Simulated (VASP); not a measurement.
A run of VASP 6.6.1:

INCAR

```
ALGO     = Normal         # electronic algorithm
EDIFF    = 1E-6           # SCF threshold, eV
EDIFFG   = -0.04          # ionic threshold
ENCUT    = 600            # plane-wave cutoff, eV
GGA      = PE             # functional
IBRION   = 2              # ionic algorithm
ISIF     = 3              # what is computed and relaxed
ISMEAR   = 0              # smearing method
LASPH    = T              # aspherical terms in the spheres
LCHARG   = F              # write CHGCAR
LREAL    = F              # projectors in reciprocal space
LWAVE    = F              # write WAVECAR
NELM     = 80             # most SCF steps
NSW      = 90             # ionic steps
PREC     = Accurate       # precision mode
SIGMA    = 0.1            # smearing width, eV
```

The input KPOINTS:

```
k-points
0
Gamma
  4 4 4
```

The input POSCAR:

```
CsP2
1.0
    4.7242474627      0.0000000000      0.0000000000
    0.0000000000      4.8521088025      0.0000000000
    0.0000000000      0.0000000000      6.9655404511
Cs P
2 4
Direct
    0.0000000000      0.5000000000      0.7500000000
    0.0000000000      0.5000000000      0.2500000000
    0.2576936655      0.2500000000      0.5000000000
    0.7423063345      0.7500000000      0.5000000000
    0.2576936655      0.7500000000      0.0000000000
    0.7423063345      0.2500000000      0.0000000000
```

Potentials or basis: VASP PAW PBE potentials, release 64 (Cs_sv, P).

Command:

```console
$ cat potpaw_PBE.64/Cs_sv/POTCAR potpaw_PBE.64/P/POTCAR > POTCAR
$ mpirun -np 1 vasp_std > vasp.out
```

Hardware: 1 thread of Intel(R) Xeon(R) 6975P-C (Granite Rapids), with other jobs on the host.

**Question.** How long does it take, and how much memory?

**Answer.** Run time: 28 min on 1 thread of Intel(R) Xeon(R) 6975P-C (Granite Rapids) (shared host), peak memory 0.36 GiB. Counts: scf iterations 421, k points 27, ion steps 46.
